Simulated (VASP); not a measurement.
# Li2H (P1) in VASP: relaxation of cell and atoms with PBE

Aim: the relaxation of cell and atoms of Li2H with PBE.

Everything below comes from runs of VASP 6.6.1. Logs are shortened: lines on timing, memory, paths and dates and some standing lists are left out, and cuts for length are marked.

### 1 The cell of the first run

The typed cell holds 6 atoms: a = 2.800 Å, b = 4.984 Å, c = 5.015 Å, α = 91.18°, β = 88.00°, γ = 88.77°.

### 2 Relaxation of cell and atoms, PBE

File INCAR:

```
PREC = Accurate
ENCUT = 600
EDIFF = 1E-6
ISMEAR = 0
SIGMA = 0.2
LREAL = False
LASPH = True
NELM = 80
ALGO = Normal
ISIF = 3
LWAVE = False
LCHARG = False
GGA = PE
IBRION = 2
NSW = 80
EDIFFG = -0.025
```

File KPOINTS:

```
Automatic mesh
0
Gamma
  8 4 4
```

File POSCAR:

```
Li2H
1.0
    1.3730562648     -2.4396478727     -0.0494443412
   -4.2892540469     -2.5378466389      0.0516109328
    0.0888344342     -0.0490893640     -5.0143539070
Li H
4 2
Direct
    0.5119486953      0.8308575818      0.7614659203
    0.0484260833      0.3152858839      0.7093947863
    0.0231284834      0.7373968596      0.3076446854
    0.4712866683      0.1341675346      0.2830729901
    0.0146595784      0.9774573413      0.4973099942
    0.4305504913      0.5048347989      0.4411116237
```

Potentials or basis: VASP PAW PBE potentials, release 64 (Li_sv, H).

Started as:

```
cat potpaw_PBE.64/Li_sv/POTCAR potpaw_PBE.64/H/POTCAR > POTCAR
mpirun -np 1 vasp_std > vasp.out
```

OUTCAR:

```text
PREC = Accurate
   ENCUT = 600
   EDIFF = 1E-6
   ISMEAR = 0
   LREAL = False
   LASPH = True
   NELM = 80
   ISIF = 3
   GGA = PE
   IBRION = 2
   NSW = 80
   EDIFFG = -0.025

 ion  position               nearest neighbor table
   1  0.512  0.831  0.761-
   2  0.048  0.315  0.709-   4 2.55
   3  0.023  0.737  0.308-   5 1.51   4 2.37   4 2.49
   4  0.471  0.134  0.283-   3 2.37   3 2.49   2 2.55
   5  0.015  0.977  0.497-   3 1.51
   6  0.431  0.505  0.441-

  LATTYP: Found a triclinic cell.
 ALAT       =     7.1432185519
 B/A-ratio  =     0.7021178127
 C/A-ratio  =     0.8075985684
 COS(alpha) =     0.0008841392
 COS(beta)  =     0.6107070126
 COS(gamma) =     0.7164997755

  Lattice vectors:

 A1 = (   4.3780884811,   2.4887572749,  -5.0659648398)
 A2 = (   0.0888344342,  -0.0490893640,  -5.0143539070)
 A3 = (   2.9161977821,   4.9774945116,  -0.0021665916)

Analysis of symmetry for initial positions (statically):
=====================================================================
 Subroutine PRICEL returns:
 Original cell was already a primitive cell.

 Routine SETGRP: Setting up the symmetry group for a
 triclinic supercell.

 Subroutine GETGRP returns: Found  1 space group operations
 (whereof  1 operations were pure point group operations)
 out of a pool of  2 trial point group operations.

The static configuration has the point symmetry C_1 .

Analysis of symmetry for dynamics (positions and initial velocities):
=====================================================================
 Subroutine PRICEL returns:
 Original cell was already a primitive cell.

 Routine SETGRP: Setting up the symmetry group for a
 triclinic supercell.

 Subroutine GETGRP returns: Found  1 space group operations
 (whereof  1 operations were pure point group operations)
 out of a pool of  2 trial point group operations.

The dynamic configuration has the point symmetry C_1 .

 Subroutine INISYM returns: Found  1 space group operations
 (whereof  1 operations are pure point group operations),
 and found     1 'primitive' translations

----------------------------------------------------------------------------------------

                                     Primitive cell

  volume of cell :      69.9153

  direct lattice vectors                    reciprocal lattice vectors
[... 127 lines left out ...]
 non-spin polarized calculation
 Gauss-broadening in eV      SIGMA  =   0.20
  energy-cutoff  :      600.00
  volume of cell :       69.92
 maximum number of plane-waves:      2356
 NGX is ok and might be reduce to    24
   NGX = 11   NGY = 19   NGZ = 21

--------------------------------------- Ionic step        1  -------------------------------------------

 number of electron      13.9999994 magnetization

 Free energy of the ion-electron system (eV)
  ---------------------------------------------------
  ext. energy  EPLUGINS =         0.00000000
  ---------------------------------------------------
  free energy    TOTEN  =       -15.08329047 eV

  energy without entropy =      -15.05840815  energy(sigma->0) =      -15.07084931

------------------------ aborting loop because EDIFF is reached ----------------------------------------

  FORCE on cell =-STRESS in cart. coord.  units (eV):
  Direction    XX          YY          ZZ          XY          YZ          ZX
  --------------------------------------------------------------------------------------
  -------------------------------------------------------------------------------------
  Total        1.7294643      0.7329576      0.7868546     -0.4193256      0.2717004      1.0425708
  in kB       39.6323433     16.7964294     18.0315316     -9.6092498      6.2262774     23.8915149
  external PRESSURE =      24.8201014 kB  Pullay stress =       0.0000000 kB
[... 101 lines left out ...]
  FREE ENERGIE OF THE ION-ELECTRON SYSTEM (eV)
  ---------------------------------------------------
  free  energy   TOTEN  =       -15.5959454019 eV

  energy  without entropy=      -15.5734786886  energy(sigma->0) =      -15.58471205

[... ionic steps 4 to 14 ...]

--------------------------------------- Ionic step       15  -------------------------------------------

 number of electron      14.0000005 magnetization

------------------------ aborting loop because EDIFF is reached ----------------------------------------
[... 75 lines left out ...]
--------------------------------------- Ionic step       17  -------------------------------------------

 number of electron      14.0000005 magnetization

 Free energy of the ion-electron system (eV)
  ---------------------------------------------------
  ext. energy  EPLUGINS =         0.00000000
  ---------------------------------------------------
  free energy    TOTEN  =       -15.81298668 eV

  energy without entropy =      -15.79828956  energy(sigma->0) =      -15.80563812

 E-fermi :   1.8865     XC(G=0):  -7.8654

 val. band max:        1.7438462158   @ k =  -0.3750   0.2500   0.2500
 cond. band min:       1.9612482763   @ k =   0.5000   0.5000   0.5000
 fundamental gap:      0.2174020604
 Fermi energy:         1.8864562467

 k-point     1 :       0.0000    0.0000    0.0000
  band No.  band energies     occupation
      1     -44.9077      2.00000
      2     -44.8782      2.00000
      3     -44.8680      2.00000
      4     -44.8582      2.00000
      5      -5.3303      2.00000
      6      -2.5504      2.00000
      7      -0.0809      2.00000
      8       2.4548      0.00006
      9       3.9465      0.00000
     10       5.2190      0.00000
     11       6.1778      0.00000
[... 309 lines left out ...]
 k-point    24 :      -0.3750   -0.0000    0.2500
  band No.  band energies     occupation
      1     -44.8780      2.00000
      2     -44.8646      2.00000
      3     -44.8606      2.00000
      4     -44.8585      2.00000
      5      -3.5853      2.00000
      6      -1.8672      2.00000
      7       1.4128      1.99919
      8       3.5992      0.00000
      9       3.8535      0.00000
     10       5.4565      0.00000
     11       5.8312      0.00000

 [... further k-points ...]

------------------------ aborting loop because EDIFF is reached ----------------------------------------

  FORCE on cell =-STRESS in cart. coord.  units (eV):
  Direction    XX          YY          ZZ          XY          YZ          ZX
  --------------------------------------------------------------------------------------
  -------------------------------------------------------------------------------------
  Total        0.0031975     -0.0153222      0.0021225     -0.0002339      0.0033053     -0.0214112
  in kB        0.0741762     -0.3554422      0.0492367     -0.0054254      0.0766753     -0.4966937
  external PRESSURE =      -0.0773431 kB  Pullay stress =       0.0000000 kB
[... 21 lines left out ...]
  FREE ENERGIE OF THE ION-ELECTRON SYSTEM (eV)
  ---------------------------------------------------
  free  energy   TOTEN  =       -15.8129866773 eV

  energy  without entropy=      -15.7982895592  energy(sigma->0) =      -15.80563812

 reached required accuracy - stopping structural energy minimisation
```

CONTCAR:

```text
Li2H
   1.00000000000000
     1.4144855525220177   -2.4530663625773959    0.0172562405439451
    -4.2438920448635500   -2.4448179436147157    0.0090788735858968
    -0.0027552892936597    0.0344506624261144   -4.9801921072457667
  Li              H
     4     2
Direct
     0.5040972017737805    0.8320266288105200    0.7350518296533107
     0.0059552298146005    0.3321127879776156    0.7358051642511916
     0.9946358470720292    0.6676350531281015    0.2647742535755010
     0.4949593573266643    0.1679827439057858    0.2645523983921429
     0.0005552471407382    0.0001134956361946    0.4993428086543441
     0.4997971168721875    0.5001292906417844    0.5004735454735170

  0.00000000E+00  0.00000000E+00  0.00000000E+00
  0.00000000E+00  0.00000000E+00  0.00000000E+00
  0.00000000E+00  0.00000000E+00  0.00000000E+00
  0.00000000E+00  0.00000000E+00  0.00000000E+00
  0.00000000E+00  0.00000000E+00  0.00000000E+00
  0.00000000E+00  0.00000000E+00  0.00000000E+00
```

It took 3 min on 1 thread of AMD EPYC 9R45 (Zen 5), shared host; peak memory 0.18 GiB.

What came out:

| Property | Result |
| --- | --- |
| Free energy | -15.8130 eV |
| Relaxed volume | 11.51 Å³/atom |
| Relaxed cell | a = 2.832 Å, b = 4.898 Å, c = 4.980 Å, α = 90.28°, β = 90.71°, γ = 90.02° |
| Space group after relaxing (to 0.1 Å) | P-3m1 (No. 164) |
| Energy gained by relaxing | 121.6 meV/atom |
| Ionic steps | 17 |
| Pressure after relaxing | 0.0 GPa |
| Largest force after relaxing | 0.019 eV/Å |
| Band gap on the k mesh | zero (bands 7 and 8 overlap by 3.52 eV) |

Forces in eV/Å, atoms in the order of the input:
```
Li  -0.015 -0.010 -0.006
Li  -0.017  0.000  0.000
Li   0.012  0.002  0.006
Li   0.019  0.005  0.003
H   -0.001  0.004 -0.006
H    0.002 -0.001  0.004
```

The path:
| step | energy change (eV) | largest force (eV/Å) | pressure (GPa) | volume (Å³) |
| --- | --- | --- | --- | --- |
| 1 | 0.0000 | 2.3360 | 2.48 | 69.92 |
| 2 | -0.3594 | 1.1252 | 0.61 | 71.75 |
| 3 | -0.5127 | 0.5648 | -0.50 | 73.44 |
| 4 | -0.5691 | 0.3471 | -1.73 | 76.86 |
| 5 | -0.5760 | 0.3882 | -1.54 | 76.12 |
| 6 | -0.5764 | 0.4021 | -1.47 | 75.87 |
| 7 | -0.6169 | 0.3513 | -1.15 | 74.22 |
| 8 | -0.6815 | 0.2190 | 0.12 | 69.41 |
| 9 | -0.6829 | 0.1969 | 0.44 | 68.47 |
| 10 | -0.7042 | 0.1390 | 0.33 | 68.45 |
| 11 | -0.7217 | 0.0594 | 0.24 | 68.38 |
| 12 | -0.7218 | 0.0594 | 0.24 | 68.38 |
| 13 | -0.7270 | 0.0495 | 0.02 | 68.96 |
| 14 | -0.7275 | 0.0522 | -0.07 | 69.20 |
| 15 | -0.7289 | 0.0317 | -0.03 | 69.15 |
| 16 | -0.7292 | 0.0269 | -0.01 | 69.10 |
| 17 | -0.7297 | 0.0192 | -0.01 | 69.07 |

Final structure:
```
Li H
1.0
     1.41449   -2.45307    0.01726
    -4.24389   -2.44482    0.00908
    -0.00276    0.03445   -4.98019
Li H
4 2
Direct
  0.50410 0.83203 0.73505
  0.00596 0.33211 0.73581
  0.99464 0.66764 0.26477
  0.49496 0.16798 0.26455
  0.00056 0.00011 0.49934
  0.49980 0.50013 0.50047
```

Caveat: the cutoff is under 1.25 times the usual one of these potentials, so pressure, stress and relaxed cells hold a basis-set (Pulay) error.

The gap in the log of VASP goes by the Fermi energy; the results here count the filled bands.